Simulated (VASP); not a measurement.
# Ti2C (Fd-3m) in VASP: a series of runs

The runs below take Ti2C through single point, relaxation of cell and atoms, with PBEsol.

Program: VASP 6.6.1. These are calculated values, not measurements. Logs are shortened: lines on timing, memory, paths and dates and some standing lists are left out, and cuts for length are marked.

**1. The cell of the first run**

It takes space group Fd-3m (No. 227, cubic). The conventional cell has a = 8.530 Å, b = 8.530 Å, c = 8.530 Å, α = 90.00°, β = 90.00°, γ = 90.00°. Ti (site symmetry 3m) has 3 C at 2.08 Å and 3 Ti at 2.88 Å within 2.9 Å. Within 2.8 Å of C (site symmetry -3m) lie 6 Ti at 2.08 Å.

**2. Single point, PBEsol**

INCAR reads:

```
PREC = Accurate ; ENCUT = 520
EDIFF = 1E-6 ; ISMEAR = 0
SIGMA = 0.1 ; LREAL = F
LASPH = T ; NELM = 80
ALGO = Normal ; ISIF = 2
LWAVE = F ; LCHARG = F
GGA = PS ; NBANDS = 68
```

KPOINTS reads:

```
Automatic mesh
0
Gamma
  8 8 8
```

POSCAR reads:

```
Ti2C
1.0
    0.0000000000      4.2649960261      4.2649960261
    4.2649960261      0.0000000000      4.2649960261
    4.2649960261      4.2649960261      0.0000000000
Ti C
8 4
Direct
    0.8578904465      0.3807031845      0.3807031845
    0.3807031845      0.3807031845      0.3807031845
    0.3807031845      0.3807031845      0.8578904465
    0.8692968155      0.3921095535      0.8692968155
    0.8692968155      0.8692968155      0.8692968155
    0.3921095535      0.8692968155      0.8692968155
    0.8692968155      0.8692968155      0.3921095535
    0.3807031845      0.8578904465      0.3807031845
    0.6250000000      0.6250000000      0.6250000000
    0.1250000000      0.6250000000      0.6250000000
    0.6250000000      0.6250000000      0.1250000000
    0.6250000000      0.1250000000      0.6250000000
```

Potentials or basis: VASP PAW PBE potentials, release 64 (Ti_sv, C).

Launch:

```bash
cat potpaw_PBE.64/Ti_sv/POTCAR potpaw_PBE.64/C/POTCAR > POTCAR
mpirun -np 1 vasp_std > vasp.out
```

OUTCAR:

```text
PREC = Accurate
   ENCUT = 520
   EDIFF = 1E-6
   ISMEAR = 0
   LREAL = F
   LASPH = T
   NELM = 80
   ISIF = 2
   GGA = PS

 ion  position               nearest neighbor table
   1  0.858  0.381  0.381-   9 2.08  11 2.08  12 2.08   2 2.88   3 2.88   8 2.88
   2  0.381  0.381  0.381-  10 2.08  11 2.08  12 2.08   1 2.88   3 2.88   8 2.88
   3  0.381  0.381  0.858-   9 2.08  10 2.08  12 2.08   1 2.88   2 2.88   8 2.88
   4  0.869  0.392  0.869-   9 2.08  10 2.08  11 2.08   5 2.88   6 2.88   7 2.88
   5  0.869  0.869  0.869-  10 2.08  11 2.08  12 2.08   4 2.88   6 2.88   7 2.88
   6  0.392  0.869  0.869-   9 2.08  11 2.08  12 2.08   4 2.88   5 2.88   7 2.88
   7  0.869  0.869  0.392-   9 2.08  10 2.08  12 2.08   4 2.88   5 2.88   6 2.88
   8  0.381  0.858  0.381-   9 2.08  10 2.08  11 2.08   1 2.88   2 2.88   3 2.88
   9  0.625  0.625  0.625-   1 2.08   3 2.08   4 2.08   6 2.08   7 2.08   8 2.08
  10  0.125  0.625  0.625-   2 2.08   3 2.08   4 2.08   5 2.08   7 2.08   8 2.08
  11  0.625  0.625  0.125-   1 2.08   2 2.08   4 2.08   5 2.08   6 2.08   8 2.08
  12  0.625  0.125  0.625-   1 2.08   2 2.08   3 2.08   5 2.08   6 2.08   7 2.08

  LATTYP: Found a face centered cubic cell.
 ALAT       =     8.5299920522

  Lattice vectors:

 A1 = (   0.0000000000,   4.2649960261,   4.2649960261)
 A2 = (   4.2649960261,   0.0000000000,   4.2649960261)
 A3 = (   4.2649960261,   4.2649960261,   0.0000000000)

Analysis of symmetry for initial positions (statically):
=====================================================================
 Subroutine PRICEL returns:
 Original cell was already a primitive cell.

 Routine SETGRP: Setting up the symmetry group for a
 face centered cubic supercell.

 Subroutine GETGRP returns: Found 48 space group operations
 (whereof 24 operations were pure point group operations)
 out of a pool of 48 trial point group operations.

The static configuration has the point symmetry T_d .
 The point group associated with its full space group is O_h .

Analysis of symmetry for dynamics (positions and initial velocities):
=====================================================================
 Subroutine PRICEL returns:
 Original cell was already a primitive cell.

 Routine SETGRP: Setting up the symmetry group for a
 face centered cubic supercell.

 Subroutine GETGRP returns: Found 48 space group operations
 (whereof 24 operations were pure point group operations)
 out of a pool of 48 trial point group operations.

The dynamic configuration has the point symmetry T_d .
 The point group associated with its full space group is O_h .

 Subroutine INISYM returns: Found 48 space group operations
 (whereof 24 operations are pure point group operations),
 and found     1 'primitive' translations

----------------------------------------------------------------------------------------

                                     Primitive cell

  volume of cell :     155.1622

  direct lattice vectors                    reciprocal lattice vectors
     0.000000000  4.264996026  4.264996026    -0.117233403  0.117233403  0.117233403
     4.264996026  0.000000000  4.264996026     0.117233403 -0.117233403  0.117233403
     4.264996026  4.264996026  0.000000000     0.117233403  0.117233403 -0.117233403

  length of vectors
     6.031615224  6.031615224  6.031615224     0.203054211  0.203054211  0.203054211

  position of ions in fractional coordinates (direct lattice)
     0.857890447  0.380703184  0.380703184
     0.380703184  0.380703184  0.380703184
     0.380703184  0.380703184  0.857890447
     0.869296816  0.392109553  0.869296816
     0.869296816  0.869296816  0.869296816
     0.392109553  0.869296816  0.869296816
     0.869296816  0.869296816  0.392109553
     0.380703184  0.857890447  0.380703184
     0.625000000  0.625000000  0.625000000
     0.125000000  0.625000000  0.625000000
     0.625000000  0.625000000  0.125000000
     0.625000000  0.125000000  0.625000000

  ion indices of the primitive-cell ions
   primitive index   ion index
                 1           1
                 2           2
                 3           3
                 4           4
                 5           5
                 6           6
                 7           7
                 8           8
                 9           9
                10          10
                11          11
                12          12

----------------------------------------------------------------------------------------

 KPOINTS: Automatic mesh

Automatic generation of k-mesh.
 Grid dimensions read from file:
 generate k-points for:    8    8    8

 Generating k-lattice:

  Cartesian coordinates                     Fractional coordinates (reciprocal lattice)
    -0.014654175  0.014654175  0.014654175     0.125000000  0.000000000  0.000000000
     0.014654175 -0.014654175  0.014654175     0.000000000  0.125000000  0.000000000
     0.014654175  0.014654175 -0.014654175     0.000000000  0.000000000  0.125000000

  Length of vectors
     0.025381776  0.025381776  0.025381776

  Shift w.r.t. Gamma in fractional coordinates (k-lattice)
     0.000000000  0.000000000  0.000000000

 Subroutine IBZKPT returns following result:
 ===========================================

 Found     29 irreducible k-points:

 Following reciprocal coordinates:
            Coordinates               Weight
  0.000000  0.000000  0.000000      1.000000
  0.125000  0.000000  0.000000      8.000000
  0.250000  0.000000  0.000000      8.000000
  0.375000  0.000000  0.000000      8.000000
  0.500000  0.000000  0.000000      4.000000
  0.125000  0.125000  0.000000      6.000000
[... 16 lines left out ...]
  0.500000  0.250000  0.125000     48.000000
 -0.375000  0.250000  0.125000     24.000000
 [... further k-points ...]
   k-points           NKPTS =     29   k-points in BZ     NKDIM =     29   number of bands    NBANDS=     68
   number of dos      NEDOS =    301   number of ions     NIONS =     12
   total plane-waves  NPLWV = 110592
   dimension x,y,z NGX =    48 NGY =   48 NGZ =   48
   dimension x,y,z NGXF=    96 NGYF=   96 NGZF=   96
   ions per type =               8   4
   NGX,Y,Z   is equivalent  to a cutoff of  13.23, 13.23, 13.23 a.u.
   NGXF,Y,Z  is equivalent  to a cutoff of  26.46, 26.46, 26.46 a.u.
 SYSTEM =  unknown system
   PREC   = accura    normal or accurate (medium, high low for compatibility)
   ISTART =      0    job   : 0-new  1-cont  2-samecut
   ICHARG =      2    charge: 1-file 2-atom 10-const
   ISPIN  =      1    spin polarized calculation?
   LNONCOLLINEAR =      F non collinear calculations
   LSORBIT =      F    spin-orbit coupling
   LASPH  =      T    aspherical Exc in radial PAW
   ENCUT  =  520.0 eV  38.22 Ry    6.18 a.u.  11.21 11.21 11.21*2*pi/ulx,y,z
   NELM   =     80;   NELMIN=  2; NELMDL= -5     # of ELM steps
   EDIFF  = 0.1E-05   stopping-criterion for ELM
   LREAL  =      F    real-space projection
   EDIFFG = 0.1E-04   stopping-criterion for IOM
   NSW    =      0    number of steps for IOM
   IBRION =     -1    ionic relax: 0-MD 1-quasi-New 2-CG
   NFREE  =      0    steps in history (QN), initial steepest desc. (CG)
   ISIF   =      2    stress and relaxation
   ISYM   =      2    0-nonsym 1-usesym 2-fastsym
   POTIM  = 0.5000    time-step for ionic-motion
   TEBEG  =    0.0;   TEEND  =   0.0 temperature during run
   PSTRESS=    0.0 pullay stress
   NELECT =     112.0000    total number of electrons
   NUPDOWN=      -1.0000    fix difference up-down
   EMIN   =  10.00;   EMAX   =-10.00  energy-range for DOS
   EFERMI =   0.00;   METHOD = LEGACY
   ISMEAR =     0;   SIGMA  =   0.10  broadening in eV -4-tet -1-fermi 0-gaus
   EFERMI_NEDOS =   21; number of points for ismear=-14 and -15
   IALGO  =     38    algorithm
   IMIX   =      4    mixing-type and parameters
     AMIX     =   0.40;   BMIX     =  1.00
     AMIX_MAG =   1.60;   BMIX_MAG =  1.00
  volume/ion in A,a.u.               =      12.93        87.26
  Fermi-wavevector in a.u.,A,eV,Ry     =   1.468539  2.775137 29.342425  2.156607
  Thomas-Fermi vector in A             =   2.584025
   LORBIT       =      0    0 simple, 1 ext, 2 COOP (PROOUT), +10 PAW based schemes
   GGA     = PS    functional components
   LHFCALC =     F    Hartree Fock is set to
   AEXX    =    0.0000 exact exchange contribution
   IVDW    =     0    specifies the selected vdW correction
   LEPSILON=     F    determine dielectric tensor
   LRPA    =     F    only Hartree local field effects (RPA)
 non-spin polarized calculation
 Gauss-broadening in eV      SIGMA  =   0.10
  energy-cutoff  :      520.00
  volume of cell :      155.16
 maximum number of plane-waves:      4279
 NGX is ok and might be reduce to    48
   NGX = 23   NGY = 23   NGZ = 23

 number of electron     111.9999986 magnetization

 Free energy of the ion-electron system (eV)
  ---------------------------------------------------
  ext. energy  EPLUGINS =         0.00000000
  ---------------------------------------------------
  free energy    TOTEN  =      -113.82983670 eV

  energy without entropy =     -113.81132864  energy(sigma->0) =     -113.82058267

 E-fermi :   8.3826     XC(G=0): -12.0493

 val. band max:        8.3301105806   @ k =   0.3750   0.2500   0.1250
 cond. band min:       8.3938424976   @ k =   0.5000   0.3750   0.0000
 fundamental gap:      0.0637319170
 Fermi energy:         8.3826023563

 k-point     1 :       0.0000    0.0000    0.0000
  band No.  band energies     occupation
      1     -48.0180      2.00000
      2     -47.9314      2.00000
      3     -47.9210      2.00000
      4     -47.9210      2.00000
      5     -47.9210      2.00000
      6     -47.8925      2.00000
[... 60 lines left out ...]
     67      11.4123      0.00000
     68      11.4392      0.00000

 k-point     2 :       0.1250    0.0000    0.0000
  band No.  band energies     occupation
      1     -48.0149      2.00000
      2     -47.9326      2.00000
      3     -47.9226      2.00000
      4     -47.9199      2.00000
      5     -47.9199      2.00000
      6     -47.8935      2.00000
[... 60 lines left out ...]
     67      11.1309      0.00000
     68      11.4135      0.00000

 k-point     3 :       0.2500    0.0000    0.0000
  band No.  band energies     occupation
      1     -48.0061      2.00000
      2     -47.9395      2.00000
      3     -47.9236      2.00000
      4     -47.9168      2.00000
      5     -47.9168      2.00000
      6     -47.8967      2.00000
[... 1480 lines left out ...]
     67      10.6952      0.00000
     68      10.8850      0.00000

 k-point    24 :      -0.3750    0.2500    0.1250
  band No.  band energies     occupation
      1     -47.9791      2.00000
      2     -47.9571      2.00000
      3     -47.9302      2.00000
      4     -47.9170      2.00000
      5     -47.9079      2.00000
      6     -47.9025      2.00000
[... 60 lines left out ...]
     67      10.7398      0.00000
     68      10.8332      0.00000

 [... further k-points ...]

------------------------ aborting loop because EDIFF is reached ----------------------------------------

  FORCE on cell =-STRESS in cart. coord.  units (eV):
  Direction    XX          YY          ZZ          XY          YZ          ZX
  --------------------------------------------------------------------------------------
  -------------------------------------------------------------------------------------
  Total        1.1007859      1.1007859      1.1007859      0.0000000      0.0000000      0.0000000
  in kB       11.3665208     11.3665208     11.3665208      0.0000000      0.0000000      0.0000000
  external PRESSURE =      11.3665208 kB  Pullay stress =       0.0000000 kB

 VOLUME and BASIS-vectors are now :
 -----------------------------------------------------------------------------
  energy-cutoff  :      520.00
  volume of cell :      155.16
      direct lattice vectors                 reciprocal lattice vectors
     0.000000000  4.264996026  4.264996026    -0.117233403  0.117233403  0.117233403
     4.264996026  0.000000000  4.264996026     0.117233403 -0.117233403  0.117233403
     4.264996026  4.264996026  0.000000000     0.117233403  0.117233403 -0.117233403

 POSITION                                       TOTAL-FORCE (eV/Angst)
 -----------------------------------------------------------------------------------
      3.24740      5.28260      5.28260        -0.014872      0.014872      0.014872
      3.24740      3.24740      3.24740        -0.014872     -0.014872     -0.014872
      5.28260      5.28260      3.24740         0.014872      0.014872     -0.014872
      5.37989      7.41509      5.37989        -0.014872      0.014872     -0.014872
      7.41509      7.41509      7.41509         0.014872      0.014872      0.014872
      7.41509      5.37989      5.37989         0.014872     -0.014872     -0.014872
      5.37989      5.37989      7.41509        -0.014872     -0.014872      0.014872
      5.28260      3.24740      5.28260         0.014872     -0.014872      0.014872
      5.33125      5.33125      5.33125         0.000000      0.000000      0.000000
      5.33125      3.19875      3.19875         0.000000      0.000000      0.000000
      3.19875      3.19875      5.33125         0.000000      0.000000      0.000000
      3.19875      5.33125      3.19875         0.000000      0.000000      0.000000
 -----------------------------------------------------------------------------------
    total drift:                                0.000000      0.000000     -0.000000

  FREE ENERGIE OF THE ION-ELECTRON SYSTEM (eV)
  ---------------------------------------------------
  free  energy   TOTEN  =      -113.8298367039 eV

  energy  without entropy=     -113.8113286446  energy(sigma->0) =     -113.82058267
```

Wall time 14 min (1 thread of Intel Xeon 8259CL, shared host); peak memory 0.45 GiB.

What came out:

```yaml
Free_energy: -113.8298 eV
Pressure: 1.1 GPa
Largest_force: 0.026 eV/Å
Band_gap_on_the_k_mesh: zero (bands 56 and 57 overlap by 0.43 eV)
```

Forces in eV/Å, atoms in the order of the input:
```
Ti  -0.015  0.015  0.015
Ti  -0.015 -0.015 -0.015
Ti   0.015  0.015 -0.015
Ti  -0.015  0.015 -0.015
Ti   0.015  0.015  0.015
Ti   0.015 -0.015 -0.015
Ti  -0.015 -0.015  0.015
Ti   0.015 -0.015  0.015
C    0.000  0.000  0.000
C    0.000  0.000  0.000
C    0.000  0.000  0.000
C    0.000  0.000  0.000
```

Caveat: the PAW data sets were made with another functional, which shifts forces and pressure a little.

**3. Relaxation of cell and atoms, PBEsol**

This run uses another cell than the first one, of 13.37 Å³/atom.

INCAR reads:

```
SYSTEM = Ti2C
  PREC = Accurate
  ENCUT = 600
  EDIFF = 1E-7
  ISMEAR = 0
  SIGMA = 0.1
  LREAL = .FALSE.
  LASPH = .TRUE.
  NELM = 80
  ALGO = Normal
  ISIF = 3
  LWAVE = .FALSE.
  LCHARG = .FALSE.
  GGA = PS
  IBRION = 2
  NSW = 100
  EDIFFG = -0.005
```

KPOINTS reads:

```
regular mesh
0
G
  8 8 8
  0 0 0
```

POSCAR reads:

```
Ti2C
1.0
    0.0000000000      4.3124976225      4.3124976225
    4.3124976225      0.0000000000      4.3124976225
    4.3124976225      4.3124976225      0.0000000000
Ti C
8 4
Direct
    0.8568108600      0.3810630500      0.3810630500
    0.3810630500      0.3810630500      0.3810630500
    0.3810630500      0.3810630500      0.8568108600
    0.8689369500      0.3931891400      0.8689369500
    0.8689369500      0.8689369500      0.8689369500
    0.3931891400      0.8689369500      0.8689369500
    0.8689369500      0.8689369500      0.3931891400
    0.3810630500      0.8568108600      0.3810630500
    0.6250000000      0.6250000000      0.6250000000
    0.1250000000      0.6250000000      0.6250000000
    0.6250000000      0.6250000000      0.1250000000
    0.6250000000      0.1250000000      0.6250000000
```

Potentials or basis: VASP PAW PBE potentials, release 64 (Ti_sv, C).

Launch:

```bash
cat potpaw_PBE.64/Ti_sv/POTCAR potpaw_PBE.64/C/POTCAR > POTCAR
mpirun -np 1 vasp_std > vasp.out
```

Run time: 50 min. Hardware: 1 thread of Intel Xeon Platinum 8488C (Sapphire Rapids), shared host; peak memory 0.54 GiB.

The run converged. Its results:

- Free energy: -113.8387 eV
- Relaxed volume: 13.01 Å³/atom
- Relaxed cell: a = 6.044 Å, b = 6.044 Å, c = 6.044 Å, α = 60.00°, β = 60.00°, γ = 60.00°
- Space group after relaxing (to 0.1 Å): Fd-3m (No. 227)
- Energy gained by relaxing: 4.9 meV/atom
- Ionic steps: 6
- Pressure after relaxing: 0.0 GPa
- Band gap on the k mesh: zero (bands 56 and 57 overlap by 0.42 eV)

Step by step:
```tsv
step	energy change (eV)	largest force (eV/Å)	pressure (GPa)	volume (Å³)
1	0.0000	0.2203	-4.60	160.40
2	0.0834	0.7329	7.50	151.66
3	-0.0547	0.1239	-0.24	156.95
4	-0.0547	0.1315	-0.16	156.88
5	-0.0585	0.0399	-0.02	156.36
6	-0.0589	0.0009	0.04	156.13
```

Final structure:
```
Ti C
1.0
     0.00000    4.27387    4.27387
     4.27387    0.00000    4.27387
     4.27387    4.27387    0.00000
Ti C
8 4
Direct
  0.85751 0.38083 0.38083
  0.38083 0.38083 0.38083
  0.38083 0.38083 0.85751
  0.86917 0.39249 0.86917
  0.86917 0.86917 0.86917
  0.39249 0.86917 0.86917
  0.86917 0.86917 0.39249
  0.38083 0.85751 0.38083
  0.62500 0.62500 0.62500
  0.12500 0.62500 0.62500
  0.62500 0.62500 0.12500
  0.62500 0.12500 0.62500
```

Levels at points of the mesh, in eV from the Fermi level:
```csv
k point,band 54,band 55,band 56,band 57,band 58,band 59
"(0.00, 0.00, 0.00)",-0.68,-0.68,0.30,0.73,0.73,0.73
"(0.50, 0.00, 0.00)",-0.73,-0.73,-0.27,0.33,0.79,0.79
"(0.50, 0.50, 0.00)",-0.64,-0.49,-0.49,0.36,0.36,0.46
```

Caveat: the PAW data sets were made with another functional, which shifts forces and pressure a little.

The gap in the log of VASP goes by the Fermi energy; the results here count the filled bands.